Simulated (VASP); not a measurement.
# K (P6_3/mmc) in VASP: further runs

The runs below take K through relaxation of shape and atoms at fixed volume, relaxation of cell and atoms, with PBE+D3(BJ).

All numbers are computed with VASP 6.6.1; they aren't measurements. Logs are shortened: lines on timing, memory, paths and dates and some standing lists are left out, and cuts for length are marked.

## 1. The cell of the first run

The structure is hexagonal, space group P6_3/mmc (No. 194). Conventional cell: a = 4.513 Å, b = 4.513 Å, c = 7.380 Å, α = 90.00°, β = 90.00°, γ = 120.00°.

This isn't the form of K at room conditions, which is bcc.

## 2. Relaxation of shape and atoms at fixed volume, PBE+D3(BJ) (65.08 Å³/atom)

Contents of INCAR:

```
SYSTEM = K
PREC     = Accurate       ! precision mode
ENCUT    = 600            ! plane-wave cutoff, eV
EDIFF    = 1E-7           ! SCF threshold, eV
ISMEAR   = 0              ! smearing method
SIGMA    = 0.1            ! smearing width, eV
LREAL    = .FALSE.        ! projectors in reciprocal space
LASPH    = .TRUE.         ! aspherical terms in the spheres
NELM     = 80             ! most SCF steps
ALGO     = Fast           ! electronic algorithm
ISIF     = 4              ! what is computed and relaxed
LWAVE    = .FALSE.        ! write WAVECAR
LCHARG   = .FALSE.        ! write CHGCAR
GGA      = PE             ! functional
IVDW     = 12             ! dispersion correction
IBRION   = 2              ! ionic algorithm
NSW      = 50             ! ionic steps
EDIFFG   = -0.01          ! ionic threshold
```

Contents of KPOINTS:

```
Automatic mesh
0
G
  12 12 6
  0 0 0
```

Contents of POSCAR:

```
K
1.0
    4.5127096246      0.0000000000      0.0000000000
   -2.2563548123      3.9081211748      0.0000000000
    0.0000000000      0.0000000000      7.3804684519
K
2
Direct
    0.3333333333      0.6666666667      0.2500000000
    0.6666666667      0.3333333333      0.7500000000
```

Potentials or basis: VASP PAW PBE potentials, release 64 (K_sv).

Run with:

```console
$ cat potpaw_PBE.64/K_sv/POTCAR > POTCAR
$ mpirun -np 1 vasp_std > vasp.out
```

OUTCAR:

```text
SYSTEM = K
   PREC = Accurate
   ENCUT = 600
   EDIFF = 1E-7
   ISMEAR = 0
   LREAL = .FALSE.
   LASPH = .TRUE.
   NELM = 80
   ISIF = 4
   GGA = PE
   IVDW = 12
   IBRION = 2
   NSW = 50
   EDIFFG = -0.01
 IVDW          = 12

 ion  position               nearest neighbor table
   1  0.333  0.667  0.250-
   2  0.667  0.333  0.750-

  LATTYP: Found a hexagonal cell.
 ALAT       =     4.5127096246
 C/A-ratio  =     1.6354849006

  Lattice vectors:

 A1 = (   4.5127096246,   0.0000000000,   0.0000000000)
 A2 = (  -2.2563548123,   3.9081211748,   0.0000000000)
 A3 = (   0.0000000000,   0.0000000000,   7.3804684519)

Analysis of symmetry for initial positions (statically):
=====================================================================
 Subroutine PRICEL returns:
 Original cell was already a primitive cell.

 Routine SETGRP: Setting up the symmetry group for a
 hexagonal supercell.

 Subroutine GETGRP returns: Found 24 space group operations
 (whereof 12 operations were pure point group operations)
 out of a pool of 24 trial point group operations.

The static configuration has the point symmetry D_3d.
 The point group associated with its full space group is D_6h.

Analysis of symmetry for dynamics (positions and initial velocities):
=====================================================================
 Subroutine PRICEL returns:
 Original cell was already a primitive cell.

 Routine SETGRP: Setting up the symmetry group for a
 hexagonal supercell.

 Subroutine GETGRP returns: Found 24 space group operations
 (whereof 12 operations were pure point group operations)
 out of a pool of 24 trial point group operations.

The dynamic configuration has the point symmetry D_3d.
 The point group associated with its full space group is D_6h.

 Subroutine INISYM returns: Found 24 space group operations
 (whereof 12 operations are pure point group operations),
 and found     1 'primitive' translations

----------------------------------------------------------------------------------------

                                     Primitive cell

  volume of cell :     130.1635

  direct lattice vectors                    reciprocal lattice vectors
     4.512709625  0.000000000  0.000000000     0.221596354  0.127938715  0.000000000
    -2.256354812  3.908121175  0.000000000     0.000000000  0.255877429  0.000000000
     0.000000000  0.000000000  7.380468452     0.000000000  0.000000000  0.135492754

  length of vectors
     4.512709625  4.512709625  7.380468452     0.255877429  0.255877429  0.135492754

  position of ions in fractional coordinates (direct lattice)
     0.333333333  0.666666667  0.250000000
     0.666666667  0.333333333  0.750000000

  ion indices of the primitive-cell ions
   primitive index   ion index
                 1           1
                 2           2

----------------------------------------------------------------------------------------

 KPOINTS: Automatic mesh

Automatic generation of k-mesh.
 Grid dimensions read from file:
 generate k-points for:   12   12    6

 Generating k-lattice:

  Cartesian coordinates                     Fractional coordinates (reciprocal lattice)
     0.018466363  0.010661560  0.000000000     0.083333333  0.000000000  0.000000000
     0.000000000  0.021323119  0.000000000     0.000000000  0.083333333  0.000000000
     0.000000000  0.000000000  0.022582126     0.000000000  0.000000000  0.166666667

  Length of vectors
     0.021323119  0.021323119  0.022582126

  Shift w.r.t. Gamma in fractional coordinates (k-lattice)
     0.000000000  0.000000000  0.000000000

 Subroutine IBZKPT returns following result:
 ===========================================

 Found     76 irreducible k-points:

 Following reciprocal coordinates:
            Coordinates               Weight
  0.000000  0.000000  0.000000      1.000000
  0.083333  0.000000  0.000000      6.000000
  0.166667  0.000000  0.000000      6.000000
  0.250000 -0.000000  0.000000      6.000000
  0.333333  0.000000  0.000000      6.000000
  0.416667  0.000000  0.000000      6.000000
[... 16 lines left out ...]
  0.250000 -0.000000  0.166667     12.000000
  0.333333  0.000000  0.166667     12.000000
 [... further k-points ...]
   k-points           NKPTS =     76   k-points in BZ     NKDIM =     76   number of bands    NBANDS=     13
   number of dos      NEDOS =    301   number of ions     NIONS =      2
   total plane-waves  NPLWV =  77760
   dimension x,y,z NGX =    36 NGY =   36 NGZ =   60
   dimension x,y,z NGXF=    72 NGYF=   72 NGZF=  120
   ions per type =               2
   NGX,Y,Z   is equivalent  to a cutoff of  13.26, 13.26, 13.52 a.u.
   NGXF,Y,Z  is equivalent  to a cutoff of  26.52, 26.52, 27.03 a.u.
 SYSTEM =  K
   PREC   = accura    normal or accurate (medium, high low for compatibility)
   ISTART =      0    job   : 0-new  1-cont  2-samecut
   ICHARG =      2    charge: 1-file 2-atom 10-const
   ISPIN  =      1    spin polarized calculation?
   LNONCOLLINEAR =      F non collinear calculations
   LSORBIT =      F    spin-orbit coupling
   LASPH  =      T    aspherical Exc in radial PAW
   ENCUT  =  600.0 eV  44.10 Ry    6.64 a.u.   9.01  9.01 14.74*2*pi/ulx,y,z
   NELM   =     80;   NELMIN=  2; NELMDL= -5     # of ELM steps
   EDIFF  = 0.1E-06   stopping-criterion for ELM
   LREAL  =      F    real-space projection
   EDIFFG = -.1E-01   stopping-criterion for IOM
   NSW    =     50    number of steps for IOM
   IBRION =      2    ionic relax: 0-MD 1-quasi-New 2-CG
   NFREE  =      1    steps in history (QN), initial steepest desc. (CG)
   ISIF   =      4    stress and relaxation
   ISYM   =      2    0-nonsym 1-usesym 2-fastsym
   POTIM  = 0.5000    time-step for ionic-motion
   TEBEG  =    0.0;   TEEND  =   0.0 temperature during run
   PSTRESS=    0.0 pullay stress
   NELECT =      18.0000    total number of electrons
   NUPDOWN=      -1.0000    fix difference up-down
   EMIN   =  10.00;   EMAX   =-10.00  energy-range for DOS
   EFERMI =   0.00;   METHOD = LEGACY
   ISMEAR =     0;   SIGMA  =   0.10  broadening in eV -4-tet -1-fermi 0-gaus
   EFERMI_NEDOS =   21; number of points for ismear=-14 and -15
   IALGO  =     68    algorithm
   IMIX   =      4    mixing-type and parameters
     AMIX     =   0.40;   BMIX     =  1.00
     AMIX_MAG =   1.60;   BMIX_MAG =  1.00
  volume/ion in A,a.u.               =      65.08       439.19
  Fermi-wavevector in a.u.,A,eV,Ry     =   0.846582  1.599809  9.751319  0.716702
  Thomas-Fermi vector in A             =   1.961953
   LORBIT       =      0    0 simple, 1 ext, 2 COOP (PROOUT), +10 PAW based schemes
   GGA     = PE    functional components
   LHFCALC =     F    Hartree Fock is set to
   AEXX    =    0.0000 exact exchange contribution
   IVDW    =    12    specifies the selected vdW correction
   LEPSILON=     F    determine dielectric tensor
   LRPA    =     F    only Hartree local field effects (RPA)
 conjugate gradient relaxation of ions
 non-spin polarized calculation
 RMM-DIIS sequential band-by-band and
 Gauss-broadening in eV      SIGMA  =   0.10
  energy-cutoff  :      600.00
  volume of cell :      130.16
 maximum number of plane-waves:      4395
 NGX is ok and might be reduce to    36
   NGX = 17   NGY = 17   NGZ = 29

 number of electron      18.0000002 magnetization

 Free energy of the ion-electron system (eV)
  ---------------------------------------------------
  ext. energy  EPLUGINS =         0.00000000
  ---------------------------------------------------
  free energy    TOTEN  =        -2.07104570 eV

  energy without entropy =       -2.06376514  energy(sigma->0) =       -2.06740542

 E-fermi :   0.1480     XC(G=0):  -5.9547

 val. band max:        0.1262921025   @ k =   0.4167   0.0833   0.1667
 cond. band min:       0.1530249072   @ k =   0.3333   0.1667   0.3333
 fundamental gap:      0.0267328047
 Fermi energy:         0.1479673790

 k-point     1 :       0.0000    0.0000    0.0000
  band No.  band energies     occupation
      1     -31.8952      2.00000
      2     -31.8885      2.00000
      3     -15.4372      2.00000
      4     -15.3491      2.00000
      5     -15.3491      2.00000
      6     -15.3353      2.00000
      7     -15.3353      2.00000
      8     -15.3350      2.00000
      9      -2.1680      2.00000
     10       0.4832      0.00000
     11       0.7673      0.00000
     12       4.3614      0.00000
     13       4.3831      0.00000

 k-point     2 :       0.0833    0.0000    0.0000
  band No.  band energies     occupation
      1     -31.8948      2.00000
      2     -31.8883      2.00000
      3     -15.4349      2.00000
      4     -15.3543      2.00000
      5     -15.3507      2.00000
      6     -15.3407      2.00000
      7     -15.3362      2.00000
      8     -15.3359      2.00000
      9      -2.0875      2.00000
     10       0.5665      0.00000
     11       0.8009      0.00000
     12       3.9812      0.00000
     13       4.4680      0.00000

 k-point     3 :       0.1667    0.0000    0.0000
  band No.  band energies     occupation
      1     -31.8937      2.00000
      2     -31.8878      2.00000
      3     -15.4283      2.00000
      4     -15.3686      2.00000
      5     -15.3553      2.00000
      6     -15.3551      2.00000
      7     -15.3386      2.00000
      8     -15.3384      2.00000
      9      -1.8497      2.00000
     10       0.8077      0.00000
     11       0.9027      0.00000
     12       3.3709      0.00000
     13       4.1137      0.00000
[... 305 lines left out ...]
 k-point    23 :       0.2500   -0.0000    0.1667
  band No.  band energies     occupation
      1     -31.8918      2.00000
      2     -31.8875      2.00000
      3     -15.4168      2.00000
      4     -15.3850      2.00000
      5     -15.3781      2.00000
      6     -15.3597      2.00000
      7     -15.3447      2.00000
      8     -15.3433      2.00000
      9      -1.3810      2.00000
     10       0.4351      0.00005
     11       1.8030      0.00000
     12       2.7277      0.00000
     13       3.5634      0.00000

 k-point    24 :       0.3333    0.0000    0.1667
  band No.  band energies     occupation
      1     -31.8902      2.00000
      2     -31.8868      2.00000
      3     -15.4172      2.00000
      4     -15.3998      2.00000
      5     -15.3915      2.00000
      6     -15.3653      2.00000
      7     -15.3494      2.00000
      8     -15.3470      2.00000
      9      -0.8722      2.00000
     10       0.8229      0.00000
     11       1.8345      0.00000
     12       2.1806      0.00000
     13       3.1229      0.00000

 [... further k-points ...]

------------------------ aborting loop because EDIFF is reached ----------------------------------------

 Edisp (eV)   -0.25563

 E8    (eV) :    -0.1372

  FORCE on cell =-STRESS in cart. coord.  units (eV):
  Direction    XX          YY          ZZ          XY          YZ          ZX
  --------------------------------------------------------------------------------------
  -------------------------------------------------------------------------------------
  Total       0.22314     0.22314     0.21933     0.00000     0.00000    -0.00000
  in kB       2.74659     2.74659     2.69968     0.00000     0.00000    -0.00000
  external pressure =        2.73 kB  Pullay stress =        0.00 kB

 VOLUME and BASIS-vectors are now :
 -----------------------------------------------------------------------------
  energy-cutoff  :      600.00
  volume of cell :      130.16
      direct lattice vectors                 reciprocal lattice vectors
     4.512709625  0.000000000  0.000000000     0.221596354  0.127938715  0.000000000
    -2.256354812  3.908121175  0.000000000     0.000000000  0.255877429  0.000000000
     0.000000000  0.000000000  7.380468452     0.000000000  0.000000000  0.135492754

 POSITION                                       TOTAL-FORCE (eV/Angst)
 -----------------------------------------------------------------------------------
     -0.00000      2.60541      1.84512        -0.000000      0.000000     -0.000000
      2.25635      1.30271      5.53535         0.000000      0.000000      0.000000
 -----------------------------------------------------------------------------------
    total drift:                               -0.000000      0.000000     -0.000000

  FREE ENERGIE OF THE ION-ELECTRON SYSTEM (eV)
  ---------------------------------------------------
  free  energy   TOTEN  =        -2.3266769844 eV

  energy  without entropy=       -2.3193964213  energy(sigma->0) =       -2.32303670

 reached required accuracy - stopping structural energy minimisation
```

It took 2.3 min on 1 thread of Intel Xeon Platinum 8259CL at 2.50GHz (Skylake/Cascade Lake), shared host; peak memory 0.34 GiB.

What came out:

| Quantity | Value |
| --- | --- |
| Free energy | -2.3267 eV |
| Pressure after relaxing | 0.3 GPa |
| Band gap on the k mesh | zero (bands 9 and 10 overlap by 2.77 eV) |
| Dispersion energy per atom | -0.128 eV |

Final structure:
```cif
data_structure
_symmetry_space_group_name_H-M 'P 1'
_symmetry_Int_Tables_number 1
_cell_length_a 4.5127
_cell_length_b 4.5127
_cell_length_c 7.3805
_cell_angle_alpha 90.000
_cell_angle_beta 90.000
_cell_angle_gamma 120.000
_cell_volume 130.16
loop_
_atom_site_label
_atom_site_type_symbol
_atom_site_fract_x
_atom_site_fract_y
_atom_site_fract_z
_atom_site_occupancy
K1 K 0.33333 0.66667 0.25000 1
K2 K 0.66667 0.33333 0.75000 1
```

## 3. Relaxation of shape and atoms at fixed volume, PBE+D3(BJ) (67.16 Å³/atom)

This run uses another cell than the first one, of 67.16 Å³/atom.

Contents of INCAR:

```
SYSTEM = K
PREC = Accurate ; ENCUT = 600
EDIFF = 1E-6 ; ISMEAR = 0
SIGMA = 0.1 ; LREAL = .False.
LASPH = .True. ; NELM = 60
ALGO = Fast ; ISIF = 4
LWAVE = .False. ; LCHARG = .False.
GGA = PE ; IVDW = 12
IBRION = 2 ; NSW = 50
EDIFFG = -0.01
```

Contents of KPOINTS:

```
regular mesh
0
Gamma
  12 12 6
  0 0 0
```

Contents of POSCAR:

```
K
1.0
    4.5602153222      0.0000000000      0.0000000000
   -2.2801076611      3.9492623157      0.0000000000
    0.0000000000      0.0000000000      7.4581633030
K
2
Direct
    0.3333333333      0.6666666667      0.2500000000
    0.6666666667      0.3333333333      0.7500000000
```

Potentials or basis: VASP PAW PBE potentials, release 64 (K_sv).

Run with:

```console
$ cat potpaw_PBE.64/K_sv/POTCAR > POTCAR
$ mpirun -np 1 vasp_std > vasp.out
```

Run time: 1.8 min. Hardware: 1 thread of Intel Xeon Platinum 8259CL at 2.50GHz (Skylake/Cascade Lake), shared host; peak memory 0.35 GiB.

The run converged. Its results:

| Item | Value |
| --- | --- |
| Free energy | -2.3319 eV |
| Pressure after relaxing | 0.1 GPa |
| Band gap on the k mesh | zero (bands 9 and 10 overlap by 2.74 eV) |
| Dispersion energy per atom | -0.124 eV |

Final structure:
```
K
1.0
     4.56022    0.00000    0.00000
    -2.28011    3.94926    0.00000
     0.00000    0.00000    7.45816
K
2
Cartesian
  0.0000 2.6328 1.8645
  2.2801 1.3164 5.5936
```

Levels at points of the mesh, in eV from the Fermi level:
| k point | band 5 | band 6 | band 7 | band 8 | band 9 | band 10 | band 11 | band 12 | band 13 |
| --- | --- | --- | --- | --- | --- | --- | --- | --- | --- |
| (0.00, 0.00, 0.00) | -15.51 | -15.50 | -15.50 | -15.50 | -2.27 | 0.34 | 0.60 | 4.19 | 4.20 |
| (0.50, 0.00, 0.00) | -15.55 | -15.53 | -15.52 | -15.51 | 0.15 | 0.29 | 1.64 | 1.99 | 2.43 |
| (0.00, 0.00, 0.50) | -15.51 | -15.51 | -15.51 | -15.51 | -1.50 | -1.50 | 2.83 | 2.83 | 4.22 |
| (0.50, 0.00, 0.50) | -15.52 | -15.52 | -15.52 | -15.52 | 0.63 | 0.63 | 0.95 | 0.95 | 3.13 |

[end of part 1 of 2]

The gap in the log of VASP goes by the Fermi energy; the results here count the filled bands.